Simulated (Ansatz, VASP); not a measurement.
# BN in VASP and in Ansatz

The input INCAR:

```
SYSTEM = BN
PREC = Accurate
ENCUT = 520
EDIFF = 1E-7
ISMEAR = 0
SIGMA = 0.05
LREAL = .False.
LASPH = .True.
NELM = 80
ALGO = Normal
ISIF = 2
LWAVE = .False.
LCHARG = .False.
GGA = PE
NBANDS = 16
```

The input KPOINTS:

```
Automatic mesh
0
Gamma
  12 12 4
  0 0 0
```

Contents of POSCAR:

```
BN
1.0
    2.5121751215      0.0000000000      0.0000000000
   -1.2560875608      2.1756074740      0.0000000000
    0.0000000000      0.0000000000      8.3436910039
B N
2 2
Direct
    0.3333333333      0.6666666667      0.2500000000
    0.6666666667      0.3333333333      0.7500000000
    0.2931829713      0.7763594957      0.7500000000
    0.6666666667      0.3333333333      0.2500000000
```

Input for Ansatz:

```yaml
crystal:
  lattice:
    - [2.5121751215, 0.0, 0.0]
    - [-1.2560875608, 2.175607474, 0.0]
    - [0.0, 0.0, 8.3436910039]
  atoms:
    - { symbol: B, position: [0.3333333333, 0.6666666667, 0.25] }
    - { symbol: B, position: [0.6666666667, 0.3333333333, 0.75] }
    - { symbol: "N", position: [0.2931829713, 0.7763594957, 0.75] }
    - { symbol: "N", position: [0.6666666667, 0.3333333333, 0.25] }
basis:
  ecutwfc: 420
kpoints:
  mp_grid: { grid: [12, 12, 4] }
hamiltonian:
  xc: pbe
scf:
  occupations: { method: gaussian, width: 0.05 }
output:
  forces: true
  stress: true
  eigenvalues: true
```

Alike in both runs: task single point; functional PBE; k mesh 12 × 12 × 4; occupations gaussian, width 0.05 eV; no spin polarisation.

|  | VASP | Ansatz |
| --- | --- | --- |
| version | VASP 6.6.1 | Ansatz 0.2.0 |
| potentials or method | VASP PAW PBE potentials, release 64 (B, N), cutoff 520 eV | scalar-relativistic, plane waves, PAW |
| valence electrons in the cell | 16 | 16 |

Ansatz gave:

* gap on the k mesh at the Fermi level (eV): 1.89
* least direct gap on the mesh (eV): 2.59
* pressure (GPa): 12.9
* traceless stress, the component that is largest in VASP (GPa): 19.19
* rms of the force components (eV/Å): 4.191

Q: Which values does VASP return?

A: gap on the k mesh at the Fermi level (eV): 1.87; least direct gap on the mesh (eV): 2.58; pressure (GPa): 12.9; traceless stress, the component that is largest in VASP (GPa): 19.21; rms of the force components (eV/Å): 4.190.

Atom by atom the forces differ by 0.012 eV/Å (rms over components).
